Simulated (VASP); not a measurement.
# SnO (P4/nmm) in VASP: a series of runs, part 2 of 2

VASP 6.6.1. The steps go on from the part before.

**4. Single point, LDA (volume 15.853 Å^3 an atom, c/a of the conventional cell 1.3953)**

INCAR

```
SYSTEM = SnO
  PREC = Accurate
  ENCUT = 520
  EDIFF = 1E-6
  ISMEAR = 0
  SIGMA = 0.15
  LREAL = .FALSE.
  LASPH = .TRUE.
  NELM = 80
  ALGO = Normal
  ISIF = 2
  LWAVE = .FALSE.
  LCHARG = .TRUE.
  LELF = .TRUE.
  LVHAR = .TRUE.
  NBANDS = 28
```

KPOINTS

```
Automatic mesh
0
G
  12 12 10
  0 0 0
```

POSCAR

```
SnO
1.0
    3.5686280565      0.0000000000      0.0000000000
    0.0000000000      3.5686280565      0.0000000000
    0.0000000000      0.0000000000      4.9793067272
Sn O
2 2
Direct
    0.0000000000      0.5000000000      0.2457459271
    0.5000000000      0.0000000000      0.7542540729
    0.0000000000      0.0000000000      0.0000000000
    0.5000000000      0.5000000000      0.0000000000
```

Potentials or basis: VASP PAW LDA potentials, release 64 (Sn_d, O).

Started as:

```console
> cat potpaw_LDA.64/Sn_d/POTCAR potpaw_LDA.64/O/POTCAR > POTCAR
> mpirun -np 1 vasp_std > vasp.out
```

OUTCAR:

```text
SYSTEM = SnO
   PREC = Accurate
   ENCUT = 520
   EDIFF = 1E-6
   ISMEAR = 0
   LREAL = .FALSE.
   LASPH = .TRUE.
   NELM = 80
   ISIF = 2

 ion  position               nearest neighbor table
   1  0.000  0.500  0.246-   3 2.16   4 2.16   3 2.16   4 2.16   2 3.52   2 3.52   2 3.52   2 3.52
                             2 3.57   2 3.57   2 3.57   2 3.57
   2  0.500  0.000  0.754-   3 2.16   4 2.16   4 2.16   3 2.16   1 3.52   1 3.52   1 3.52   1 3.52
                             1 3.57   1 3.57   1 3.57   1 3.57
   3  0.000  0.000  0.000-   1 2.16   2 2.16   1 2.16   2 2.16
   4  0.500  0.500  0.000-   1 2.16   2 2.16   2 2.16   1 2.16

  LATTYP: Found a simple tetragonal cell.
 ALAT       =     3.5686280565
 C/A-ratio  =     1.3953000000

  Lattice vectors:

 A1 = (   3.5686280565,   0.0000000000,   0.0000000000)
 A2 = (   0.0000000000,   3.5686280565,   0.0000000000)
 A3 = (   0.0000000000,   0.0000000000,   4.9793067272)

Analysis of symmetry for initial positions (statically):
=====================================================================
 Subroutine PRICEL returns:
 Original cell was already a primitive cell.

 Routine SETGRP: Setting up the symmetry group for a
 simple tetragonal supercell.

 Subroutine GETGRP returns: Found 16 space group operations
 (whereof  8 operations were pure point group operations)
 out of a pool of 16 trial point group operations.

The static configuration has the point symmetry D_2d.
 The point group associated with its full space group is D_4h.

Analysis of symmetry for dynamics (positions and initial velocities):
=====================================================================
 Subroutine PRICEL returns:
 Original cell was already a primitive cell.

 Routine SETGRP: Setting up the symmetry group for a
 simple tetragonal supercell.

 Subroutine GETGRP returns: Found 16 space group operations
 (whereof  8 operations were pure point group operations)
 out of a pool of 16 trial point group operations.

The dynamic configuration has the point symmetry D_2d.
 The point group associated with its full space group is D_4h.

 Subroutine INISYM returns: Found 16 space group operations
 (whereof  8 operations are pure point group operations),
 and found     1 'primitive' translations

----------------------------------------------------------------------------------------

                                     Primitive cell

  volume of cell :      63.4120

  direct lattice vectors                    reciprocal lattice vectors
     3.568628057  0.000000000  0.000000000     0.280219733  0.000000000  0.000000000
     0.000000000  3.568628057  0.000000000     0.000000000  0.280219733  0.000000000
     0.000000000  0.000000000  4.979306727     0.000000000  0.000000000  0.200831171

  length of vectors
     3.568628057  3.568628057  4.979306727     0.280219733  0.280219733  0.200831171

  position of ions in fractional coordinates (direct lattice)
     0.000000000  0.500000000  0.245745927
     0.500000000  0.000000000  0.754254073
     0.000000000  0.000000000  0.000000000
     0.500000000  0.500000000  0.000000000

  ion indices of the primitive-cell ions
   primitive index   ion index
                 1           1
                 2           2
                 3           3
                 4           4

[... 30 lines left out ...]
  0.166667  0.000000  0.000000      4.000000
  0.250000  0.000000  0.000000      4.000000
  0.333333  0.000000  0.000000      4.000000
  0.416667  0.000000  0.000000      4.000000
[... 16 lines left out ...]
  0.333333  0.333333  0.000000      4.000000
  0.416667  0.333333  0.000000      8.000000
 [... further k-points ...]
   k-points           NKPTS =    168   k-points in BZ     NKDIM =    168   number of bands    NBANDS=     28
   number of dos      NEDOS =    301   number of ions     NIONS =      4
   total plane-waves  NPLWV =  31360
   dimension x,y,z NGX =    28 NGY =   28 NGZ =   40
   dimension x,y,z NGXF=    56 NGYF=   56 NGZF=   80
   ions per type =               2   2
   NGX,Y,Z   is equivalent  to a cutoff of  13.04, 13.04, 13.35 a.u.
   NGXF,Y,Z  is equivalent  to a cutoff of  26.09, 26.09, 26.71 a.u.
 SYSTEM =  SnO
   PREC   = accura    normal or accurate (medium, high low for compatibility)
   ISTART =      0    job   : 0-new  1-cont  2-samecut
   ICHARG =      2    charge: 1-file 2-atom 10-const
   ISPIN  =      1    spin polarized calculation?
   LNONCOLLINEAR =      F non collinear calculations
   LSORBIT =      F    spin-orbit coupling
   LASPH  =      T    aspherical Exc in radial PAW
   ENCUT  =  520.0 eV  38.22 Ry    6.18 a.u.   6.64  6.64  9.26*2*pi/ulx,y,z
   NELM   =     80;   NELMIN=  2; NELMDL= -5     # of ELM steps
   EDIFF  = 0.1E-05   stopping-criterion for ELM
   LREAL  =      F    real-space projection
   EDIFFG = 0.1E-04   stopping-criterion for IOM
   NSW    =      0    number of steps for IOM
   IBRION =     -1    ionic relax: 0-MD 1-quasi-New 2-CG
   NFREE  =      0    steps in history (QN), initial steepest desc. (CG)
   ISIF   =      2    stress and relaxation
   ISYM   =      2    0-nonsym 1-usesym 2-fastsym
   POTIM  = 0.5000    time-step for ionic-motion
   TEBEG  =    0.0;   TEEND  =   0.0 temperature during run
   PSTRESS=    0.0 pullay stress
   NELECT =      40.0000    total number of electrons
   NUPDOWN=      -1.0000    fix difference up-down
   EMIN   =  10.00;   EMAX   =-10.00  energy-range for DOS
   EFERMI =   0.00;   METHOD = LEGACY
   ISMEAR =     0;   SIGMA  =   0.15  broadening in eV -4-tet -1-fermi 0-gaus
   EFERMI_NEDOS =   21; number of points for ismear=-14 and -15
   IALGO  =     38    algorithm
   IMIX   =      4    mixing-type and parameters
     AMIX     =   0.40;   BMIX     =  1.00
     AMIX_MAG =   1.60;   BMIX_MAG =  1.00
  volume/ion in A,a.u.               =      15.85       106.98
  Fermi-wavevector in a.u.,A,eV,Ry     =   1.404013  2.653199 26.820504  1.971251
  Thomas-Fermi vector in A             =   2.526617
   LORBIT       =      0    0 simple, 1 ext, 2 COOP (PROOUT), +10 PAW based schemes
   GGA     = CA    functional components
   LHFCALC =     F    Hartree Fock is set to
   AEXX    =    0.0000 exact exchange contribution
   IVDW    =     0    specifies the selected vdW correction
   LEPSILON=     F    determine dielectric tensor
   LRPA    =     F    only Hartree local field effects (RPA)
 non-spin polarized calculation
 Gauss-broadening in eV      SIGMA  =   0.15
  energy-cutoff  :      520.00
  volume of cell :       63.41
 maximum number of plane-waves:      1736
 NGX is ok and might be reduce to    28
   NGX = 13   NGY = 13   NGZ = 19

 number of electron      40.0000024 magnetization

 Free energy of the ion-electron system (eV)
  ---------------------------------------------------
  ext. energy  EPLUGINS =         0.00000000
  ---------------------------------------------------
  free energy    TOTEN  =       -25.47137594 eV

  energy without entropy =      -25.46748649  energy(sigma->0) =      -25.46943122

 E-fermi :   8.3941     XC(G=0): -11.1795

 val. band max:        8.3475431455   @ k =   0.5000   0.4167   0.1000
 cond. band min:       8.4050018977   @ k =   0.1667   0.0833   0.0000
 fundamental gap:      0.0574587522
 Fermi energy:         8.3941479458

 k-point     1 :       0.0000    0.0000    0.0000
  band No.  band energies     occupation
      1     -13.9755      2.00000
      2     -13.4876      2.00000
      3     -13.4295      2.00000
      4     -13.4295      2.00000
      5     -13.3563      2.00000
      6     -13.3492      2.00000
[... 733 lines left out ...]
     27      16.3224      0.00000
     28      16.7300      0.00000

 [... further k-points ...]

------------------------ aborting loop because EDIFF is reached ----------------------------------------

  FORCE on cell =-STRESS in cart. coord.  units (eV):
  Direction    XX          YY          ZZ          XY          YZ          ZX
  --------------------------------------------------------------------------------------
  -------------------------------------------------------------------------------------
  Total        4.5615345      4.5615345     -0.6624634      0.0000000      0.0000000      0.0000000
  in kB      115.2524303    115.2524303    -16.7379023      0.0000000      0.0000000      0.0000000
  external PRESSURE =      71.2556527 kB  Pullay stress =       0.0000000 kB

 VOLUME and BASIS-vectors are now :
 -----------------------------------------------------------------------------
  energy-cutoff  :      520.00
  volume of cell :       63.41
      direct lattice vectors                 reciprocal lattice vectors
     3.568628057  0.000000000  0.000000000     0.280219733  0.000000000  0.000000000
     0.000000000  3.568628057  0.000000000     0.000000000  0.280219733  0.000000000
     0.000000000  0.000000000  4.979306727     0.000000000  0.000000000  0.200831171

 POSITION                                       TOTAL-FORCE (eV/Angst)
 -----------------------------------------------------------------------------------
      0.00000      1.78431      1.22364        -0.000000     -0.000000      0.028689
      1.78431      0.00000      3.75566         0.000000     -0.000000     -0.028689
      0.00000      0.00000      0.00000         0.000000      0.000000      0.000000
      1.78431      1.78431      0.00000         0.000000     -0.000000      0.000000
 -----------------------------------------------------------------------------------
    total drift:                                0.000000      0.000000     -0.000000

  FREE ENERGIE OF THE ION-ELECTRON SYSTEM (eV)
  ---------------------------------------------------
  free  energy   TOTEN  =       -25.4713759445 eV

  energy  without entropy=      -25.4674864880  energy(sigma->0) =      -25.46943122
```

stdout:

```text
POSCAR found type information on POSCAR SnO
 POSCAR found :  2 types and       4 ions
 scaLAPACK will be used
 LDA part: xc-table for (Slater(with rela. corr.)+CA(PZ))
 , standard interpolation
 POSCAR, INCAR and KPOINTS ok, starting setup
 FFT: planning ... GRIDC
 FFT: planning ... GRID_SOFT
 FFT: planning ... GRID
 WAVECAR not read
 entering main loop
```

Run time: 5.6 min. Hardware: 1 thread of Intel Xeon 6975P-C, shared host; peak memory 0.33 GiB.

What came out:

```
Free energy            : -25.4714 eV
Pressure               : 7.1 GPa
Largest force          : 0.029 eV/Å
Band gap on the k mesh : zero (band 20 reaches 8.75 eV, above the bottom of band 21 at 7.85 eV)
```

Forces in eV/Å, atoms in the order of the input:
```
Sn   0.000  0.000  0.029
Sn   0.000  0.000 -0.029
O    0.000  0.000  0.000
O    0.000  0.000  0.000
```

Stress tensor (GPa, compression positive):
```
11.53  0.00  0.00
 0.00 11.53  0.00
 0.00  0.00 -1.67
```

Levels at points of the mesh, in eV from the Fermi level:
```tsv
k point	band 16	band 17	band 18	band 19	band 20	band 21	band 22	band 23	band 24	band 25
(0.00, 0.00, 0.00)	-6.91	-4.07	-3.19	-3.19	0.36	2.82	4.05	4.73	4.73	5.49
(0.50, 0.00, 0.00)	-5.92	-5.23	-5.23	-3.53	-3.53	2.86	2.86	6.26	6.26	6.60
(0.50, 0.50, 0.00)	-6.16	-2.49	-2.49	-2.32	-2.32	-0.54	-0.54	3.72	3.72	6.68
(0.00, 0.00, 0.50)	-4.11	-3.48	-3.26	-3.21	-3.21	2.36	2.87	2.87	4.46	7.53
(0.50, 0.00, 0.50)	-6.11	-5.20	-5.20	-2.36	-2.36	2.08	2.08	5.79	5.79	7.15
(0.50, 0.50, 0.50)	-6.60	-3.04	-3.04	-2.49	-2.49	1.72	1.72	3.55	3.55	5.84
```

Caveat: spin-orbit coupling is left out, which moves the levels of the heavy elements.

**5. Summary**

```tsv
cell	gap on the mesh (eV)	pressure (GPa)	largest force (eV/Å)
a = 3.792, b = 3.792, c = 4.410 Å, 4 atoms	none	4.1	0.90
a = 3.497, b = 3.497, c = 5.185 Å, 4 atoms	none	8.0	0.63
a = 3.569, b = 3.569, c = 4.979 Å, 4 atoms	none	7.1	0.03
```

Alike in all rows: task single point; level LDA; potentials or basis VASP PAW LDA potentials, release 64 (Sn_d, O); no spin polarisation; k mesh 12 × 12 × 10; cutoff (eV) 520; smearing gaussian 0.15 eV.

Caveats: spin-orbit coupling is left out, which moves the levels of the heavy elements.

Absolute energies hang on the potentials; compare differences alone.
